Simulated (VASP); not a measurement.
# ZnO (P6_3/mmc) in VASP: a series of runs

Runs on ZnO. Level: r2SCAN. Tasks: single point.

Everything below comes from runs of VASP 6.6.1. Logs are shortened: lines on timing, memory, paths and dates and some standing lists are left out, and cuts for length are marked.

## Step 1: The cell of the first run

It takes space group P6_3/mmc (No. 194, hexagonal). Conventional cell: a = 3.484 Å, b = 3.484 Å, c = 4.565 Å, α = 90.00°, β = 90.00°, γ = 120.00°. Zn (site symmetry -6m2) has 5 O at 2.01 to 2.28 Å within 2.7 Å. O (site symmetry -6m2) has 5 Zn at 2.01 to 2.28 Å within 2.7 Å.

## Step 2: Single point, r2SCAN (volume changed by +6%)

File POSCAR:

```
ZnO
1.0
    3.4835413134      0.0000000000      0.0000000000
   -1.7417706567      3.0168352725      0.0000000000
    0.0000000000      0.0000000000      4.5653854435
Zn O
2 2
Direct
    0.3333333333      0.6666666667      0.2500000000
    0.6666666667      0.3333333333      0.7500000000
    0.6666666667      0.3333333333      0.2500000000
    0.3333333333      0.6666666667      0.7500000000
```

File INCAR.step1:

```
PREC = Accurate ; ENCUT = 520
ISMEAR = 0 ; SIGMA = 0.01
LREAL = False ; LASPH = True
NELM = 80 ; NBANDS = 26
GGA = PE ; ALGO = Normal
EDIFF = 1E-4 ; LWAVE = True
LCHARG = False
```

File INCAR.step2:

```
PREC = Accurate ; ENCUT = 520
EDIFF = 1E-6 ; ISMEAR = 0
SIGMA = 0.01 ; LREAL = False
LASPH = True ; NELM = 80
ALGO = Normal ; ISIF = 2
LWAVE = False ; LCHARG = True
METAGGA = R2SCAN ; LMIXTAU = True
LELF = True ; LVHAR = True
NBANDS = 26 ; ISTART = 1
```

File KPOINTS:

```
regular mesh
0
Gamma
  9 9 6
```

Potentials or basis: VASP PAW PBE potentials, release 64 (Zn, O).

On the command line:

```
> cat potpaw_PBE.64/Zn/POTCAR potpaw_PBE.64/O/POTCAR > POTCAR
> cp INCAR.step1 INCAR
> mpirun -np 1 vasp_std > vasp.out
> cp INCAR.step2 INCAR
> mpirun -np 1 vasp_std > vasp.out
```

OUTCAR:

```text
PREC = Accurate
   ENCUT = 520
   EDIFF = 1E-6
   ISMEAR = 0
   LREAL = False
   LASPH = True
   NELM = 80
   ISIF = 2
   METAGGA = R2SCAN
   ISTART = 1

 ion  position               nearest neighbor table
   1  0.333  0.667  0.250-   3 2.01   3 2.01   3 2.01   4 2.28   4 2.28   2 3.04   2 3.04   2 3.04
                             2 3.04   2 3.04   2 3.04
   2  0.667  0.333  0.750-   4 2.01   4 2.01   4 2.01   3 2.28   3 2.28   1 3.04   1 3.04   1 3.04
                             1 3.04   1 3.04   1 3.04
   3  0.667  0.333  0.250-   1 2.01   1 2.01   1 2.01   2 2.28   2 2.28
   4  0.333  0.667  0.750-   2 2.01   2 2.01   2 2.01   1 2.28   1 2.28

  LATTYP: Found a hexagonal cell.
 ALAT       =     3.4835413134
 C/A-ratio  =     1.3105587196

  Lattice vectors:

 A1 = (   3.4835413134,   0.0000000000,   0.0000000000)
 A2 = (  -1.7417706567,   3.0168352725,   0.0000000000)
 A3 = (   0.0000000000,   0.0000000000,   4.5653854435)

Analysis of symmetry for initial positions (statically):
=====================================================================
 Subroutine PRICEL returns:
 Original cell was already a primitive cell.

 Routine SETGRP: Setting up the symmetry group for a
 hexagonal supercell.

 Subroutine GETGRP returns: Found 24 space group operations
 (whereof 12 operations were pure point group operations)
 out of a pool of 24 trial point group operations.

The static configuration has the point symmetry D_3d.
 The point group associated with its full space group is D_6h.

Analysis of symmetry for dynamics (positions and initial velocities):
=====================================================================
 Subroutine PRICEL returns:
 Original cell was already a primitive cell.

 Routine SETGRP: Setting up the symmetry group for a
 hexagonal supercell.

 Subroutine GETGRP returns: Found 24 space group operations
 (whereof 12 operations were pure point group operations)
 out of a pool of 24 trial point group operations.

The dynamic configuration has the point symmetry D_3d.
 The point group associated with its full space group is D_6h.

 Subroutine INISYM returns: Found 24 space group operations
 (whereof 12 operations are pure point group operations),
 and found     1 'primitive' translations

----------------------------------------------------------------------------------------
[... 95 lines left out ...]
   ENCUT  =  520.0 eV  38.22 Ry    6.18 a.u.   6.48  6.48  8.49*2*pi/ulx,y,z
   NELM   =     80;   NELMIN=  2; NELMDL=  0     # of ELM steps
   EDIFF  = 0.1E-05   stopping-criterion for ELM
   LREAL  =      F    real-space projection
   EDIFFG = 0.1E-04   stopping-criterion for IOM
   NSW    =      0    number of steps for IOM
   IBRION =     -1    ionic relax: 0-MD 1-quasi-New 2-CG
   NFREE  =      0    steps in history (QN), initial steepest desc. (CG)
   ISIF   =      2    stress and relaxation
   ISYM   =      2    0-nonsym 1-usesym 2-fastsym
   POTIM  = 0.5000    time-step for ionic-motion
   TEBEG  =    0.0;   TEEND  =   0.0 temperature during run
   PSTRESS=    0.0 pullay stress
   NELECT =      36.0000    total number of electrons
   NUPDOWN=      -1.0000    fix difference up-down
   EMIN   =  10.00;   EMAX   =-10.00  energy-range for DOS
   EFERMI =   0.00;   METHOD = LEGACY
   ISMEAR =     0;   SIGMA  =   0.01  broadening in eV -4-tet -1-fermi 0-gaus
   EFERMI_NEDOS =   21; number of points for ismear=-14 and -15
   IALGO  =     38    algorithm
   IMIX   =      4    mixing-type and parameters
     AMIX     =   0.40;   BMIX     =  1.00
     AMIX_MAG =   1.60;   BMIX_MAG =  1.00
  volume/ion in A,a.u.               =      11.99        80.94
  Fermi-wavevector in a.u.,A,eV,Ry     =   1.487621  2.811196 30.109918  2.213017
  Thomas-Fermi vector in A             =   2.600759
   LORBIT       =      0    0 simple, 1 ext, 2 COOP (PROOUT), +10 PAW based schemes
   METAGGA = R2SCAN    functional components
   LHFCALC =     F    Hartree Fock is set to
   AEXX    =    0.0000 exact exchange contribution
   IVDW    =     0    specifies the selected vdW correction
   LEPSILON=     F    determine dielectric tensor
   LRPA    =     F    only Hartree local field effects (RPA)
 non-spin polarized calculation
 Gauss-broadening in eV      SIGMA  =   0.01
  energy-cutoff  :      520.00
  volume of cell :       47.98
 maximum number of plane-waves:      1319
 NGX is ok and might be reduce to    28
   NGX = 13   NGY = 13   NGZ = 17

 number of electron      36.0000009 magnetization

 Free energy of the ion-electron system (eV)
  ---------------------------------------------------
  ext. energy  EPLUGINS =         0.00000000
  ---------------------------------------------------
  free energy    TOTEN  =       -36.02056518 eV

  energy without entropy =      -36.02056518  energy(sigma->0) =      -36.02056518

 E-fermi :   0.6698     XC(G=0): -11.6392

 val. band max:        0.6144988403   @ k =   0.3333   0.3333   0.5000
 cond. band min:       1.9263794223   @ k =   0.0000   0.0000   0.0000
 fundamental gap:      1.3118805820
 Fermi energy:         0.6698185960

 k-point     1 :       0.0000    0.0000    0.0000
  band No.  band energies     occupation
      1     -18.0489      2.00000
      2     -17.0233      2.00000
      3      -5.0160      2.00000
      4      -5.0158      2.00000
      5      -4.9165      2.00000
      6      -4.9164      2.00000
[... 685 lines left out ...]
     25      14.9200      0.00000
     26      15.0187      0.00000

 [... further k-points ...]

------------------------ aborting loop because EDIFF is reached ----------------------------------------

  FORCE on cell =-STRESS in cart. coord.  units (eV):
  Direction    XX          YY          ZZ          XY          YZ          ZX
  --------------------------------------------------------------------------------------
  -------------------------------------------------------------------------------------
  Total       -2.3167806     -2.3167806     -1.8458201      0.0000000      0.0000000      0.0000000
  in kB      -77.3651681    -77.3651681    -61.6382007      0.0000000      0.0000000      0.0000000
  external PRESSURE =     -72.1228456 kB  Pullay stress =       0.0000000 kB

 VOLUME and BASIS-vectors are now :
 -----------------------------------------------------------------------------
  energy-cutoff  :      520.00
  volume of cell :       47.98
      direct lattice vectors                 reciprocal lattice vectors
     3.483541313  0.000000000  0.000000000     0.287064200  0.165736593  0.000000000
    -1.741770657  3.016835272  0.000000000     0.000000000  0.331473186  0.000000000
     0.000000000  0.000000000  4.565385444     0.000000000  0.000000000  0.219039556

 POSITION                                       TOTAL-FORCE (eV/Angst)
 -----------------------------------------------------------------------------------
     -0.00000      2.01122      1.14135         0.000000      0.000000      0.000000
      1.74177      1.00561      3.42404        -0.000000     -0.000000      0.000000
      1.74177      1.00561      1.14135         0.000000      0.000000      0.000000
     -0.00000      2.01122      3.42404         0.000000     -0.000000      0.000000
 -----------------------------------------------------------------------------------
    total drift:                               -0.000000      0.000000     -0.000000

  FREE ENERGIE OF THE ION-ELECTRON SYSTEM (eV)
  ---------------------------------------------------
  free  energy   TOTEN  =       -36.0205651831 eV

  energy  without entropy=      -36.0205651831  energy(sigma->0) =      -36.02056518
```

It took 3.3 min on 1 thread of Intel Xeon Platinum 8375C at 2.90GHz (Ice Lake), shared host; peak memory 0.2 GiB.

What came out:

| Quantity | Value |
| --- | --- |
| Free energy | -36.0206 eV |
| Pressure | -7.2 GPa |
| Band gap on the k mesh | 1.31 eV, indirect (least direct gap 1.37 eV) |

Stress tensor (GPa, compression positive):
```
-7.74  0.00  0.00
 0.00 -7.74  0.00
 0.00  0.00 -6.16
```

Levels at points of the mesh, in eV from the valence-band top:
| k point | band 16 | band 17 | band 18 | band 19 | band 20 | band 21 |
| --- | --- | --- | --- | --- | --- | --- |
| (0.00, 0.00, 0.00) | -0.78 | -0.06 | -0.06 | 1.31 | 5.35 | 10.39 |
| (0.00, 0.00, 0.50) | -0.36 | -0.36 | -0.36 | 4.63 | 4.63 | 11.99 |

Caveat: the cell differs from its parent crystal (volume changed by +6%); the PAW data sets were made with another functional, which shifts forces and pressure a little. A k mesh can miss the band edges.

## Step 3: Single point, r2SCAN

This run uses another cell than the first one, of 11.32 Å³/atom, 0.943 times its volume.

File POSCAR:

```
ZnO
1.0
    3.4165334496      0.0000000000      0.0000000000
   -1.7082667248      2.9588047602      0.0000000000
    0.0000000000      0.0000000000      4.4775677032
Zn O
2 2
Direct
    0.3333333333      0.6666666667      0.2500000000
    0.6666666667      0.3333333333      0.7500000000
    0.6666666667      0.3333333333      0.2500000000
    0.3333333333      0.6666666667      0.7500000000
```

File INCAR.step1:

```
ALGO = Normal
EDIFF = 1E-4
ENCUT = 520
GGA = PE
ISMEAR = 0
LASPH = True
LCHARG = False
LREAL = False
LWAVE = True
NBANDS = 26
NELM = 80
PREC = Accurate
SIGMA = 0.01
```

File INCAR.step2:

```
ALGO = Normal
EDIFF = 1E-6
ENCUT = 520
ISIF = 2
ISMEAR = 0
ISTART = 1
LASPH = True
LCHARG = False
LMIXTAU = True
LREAL = False
LWAVE = False
METAGGA = R2SCAN
NBANDS = 26
NELM = 80
PREC = Accurate
SIGMA = 0.01
```

File KPOINTS:

```
k-points
0
Gamma
  12 12 6
```

Potentials or basis: VASP PAW PBE potentials, release 64 (Zn, O).

On the command line:

```
> cat potpaw_PBE.64/Zn/POTCAR potpaw_PBE.64/O/POTCAR > POTCAR
> cp INCAR.step1 INCAR
> mpirun -np 1 vasp_std > vasp.out
> cp INCAR.step2 INCAR
> mpirun -np 1 vasp_std > vasp.out
```

Wall time 4.1 min (1 thread of Intel Xeon Platinum 8375C at 2.90GHz (Ice Lake), shared host); peak memory 0.22 GiB.

The run converged. Its results:

| Property | Result |
| --- | --- |
| Free energy | -36.0756 eV |
| Pressure | 1.1 GPa |
| Band gap on the k mesh | 1.48 eV, indirect (least direct gap 1.51 eV) |

Levels at points of the mesh, in eV from the valence-band top:
| k point | band 14 | band 15 | band 16 | band 17 | band 18 | band 19 | band 20 | band 21 | band 22 | band 23 |
| --- | --- | --- | --- | --- | --- | --- | --- | --- | --- | --- |
| (0.00, 0.00, 0.00) | -0.97 | -0.78 | -0.78 | -0.03 | -0.03 | 1.48 | 5.64 | 10.70 | 12.23 | 12.23 |
| (0.50, 0.00, 0.00) | -3.18 | -2.66 | -2.53 | -1.52 | -1.32 | 6.59 | 7.02 | 8.67 | 10.14 | 12.54 |
| (0.00, 0.00, 0.50) | -2.21 | -0.34 | -0.34 | -0.34 | -0.34 | 4.86 | 4.86 | 12.39 | 12.39 | 12.40 |
| (0.50, 0.00, 0.50) | -3.53 | -1.88 | -1.88 | -0.35 | -0.35 | 6.72 | 6.72 | 9.60 | 9.60 | 11.94 |

Caveat: the PAW data sets were made with another functional, which shifts forces and pressure a little.
